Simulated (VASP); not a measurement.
Wanted: the native input for a VASP 6.6.1 run.

- Task: single point
- Functional: PBEsol
- Potentials or basis: VASP PAW PBE potentials, release 64 (Pb_d, O)
- Cutoff: 520 eV
- k mesh: 8 × 8 × 8
- Occupations: gaussian, width 0.1 eV
- Spin: no spin polarisation
- Dipole correction: no
- Further INCAR settings: ALGO = Normal; EDIFF = 1e-06; NBANDS = 43

The structure of Pb2O lies in POSCAR:

```
Pb2O
1.0
    5.3800003225      0.0000000000      0.0000000000
    0.0000000000      5.3800003225      0.0000000000
    0.0000000000      0.0000000000      5.3800003225
Pb O
4 2
Direct
    0.2500000000      0.2500000000      0.2500000000
    0.7500000000      0.7500000000      0.2500000000
    0.2500000000      0.7500000000      0.7500000000
    0.7500000000      0.2500000000      0.7500000000
    0.0000000000      0.0000000000      0.0000000000
    0.5000000000      0.5000000000      0.5000000000
```

One way to write it, as run:

INCAR

```
  PREC = Accurate
  ENCUT = 520
  EDIFF = 1E-6
  ISMEAR = 0
  SIGMA = 0.1
  LREAL = F
  LASPH = T
  NELM = 60
  ALGO = Normal
  ISIF = 2
  LWAVE = F
  LCHARG = T
  GGA = PS
  LELF = T
  LVHAR = T
  NBANDS = 43
```

KPOINTS

```
regular mesh
0
Gamma
  8 8 8
```

Potentials or basis: VASP PAW PBE potentials, release 64 (Pb_d, O).

Command:

```bash
$ cat potpaw_PBE.64/Pb_d/POTCAR potpaw_PBE.64/O/POTCAR > POTCAR
$ mpirun -np 1 vasp_std > vasp.out
```

It gave:

| Quantity | Value |
| --- | --- |
| Pressure | 0.0 GPa |
| Band gap on the k mesh | zero (bands 34 and 35 overlap by 0.90 eV) |

Caveat: the PAW data sets were made with another functional, which shifts forces and pressure a little; spin-orbit coupling is left out, which moves the levels of the heavy elements.

It took 4.8 min on 1 thread of AMD EPYC 7R43 64-Core Processor (Zen 3), with other jobs on the host, peak memory 0.3 GiB.
